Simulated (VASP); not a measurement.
A run of VASP 6.6.1 is set up as follows.

File INCAR:

```
SYSTEM = Se
  ALGO = Normal
  EDIFF = 1E-7
  EDIFFG = -0.001
  ENCUT = 600
  GGA = PE
  IBRION = 2
  ISIF = 3
  ISMEAR = 0
  IVDW = 12
  LASPH = .True.
  LCHARG = .False.
  LREAL = .False.
  LWAVE = .False.
  NELM = 100
  NSW = 80
  PREC = Accurate
  SIGMA = 0.01
```

The input KPOINTS:

```
k-points
0
Gamma
  12 12 8
  0 0 0
```

The input POSCAR:

```
Se
1.0
    4.0681465710      0.0000000000      0.0000000000
   -2.0340732855      3.5231182768      0.0000000000
    0.0000000000      0.0000000000      5.1277306249
Se
3
Direct
    0.2473450699      0.0000000000      0.3333333333
    0.0000000000      0.2473450699      0.6666666667
    0.7526549301      0.7526549301      0.0000000000
```

Potentials or basis: VASP PAW PBE potentials, release 64 (Se).

Launch:

```console
$ cat potpaw_PBE.64/Se/POTCAR > POTCAR
$ mpirun -np 1 vasp_std > vasp.out
```

Question: What does it give for the space group after relaxing (to 0.1 Å)?

Answer: P3_121 (No. 152).

Question: Predict the relaxed cell.

Answer: a = 4.063 Å, b = 4.063 Å, c = 5.134 Å, α = 90.00°, β = 90.00°, γ = 120.00°.

Question: Estimate the dispersion energy per atom.

Answer: -0.357 eV.

Final structure:
```
CELL_PARAMETERS angstrom
4.06327 0.00000 0.00000
-2.03163 3.51889 0.00000
0.00000 0.00000 5.13395
ATOMIC_POSITIONS crystal
Se 0.24794 0.00000 0.33333
Se 0.00000 0.24794 0.66667
Se 0.75206 0.75206 0.00000
```
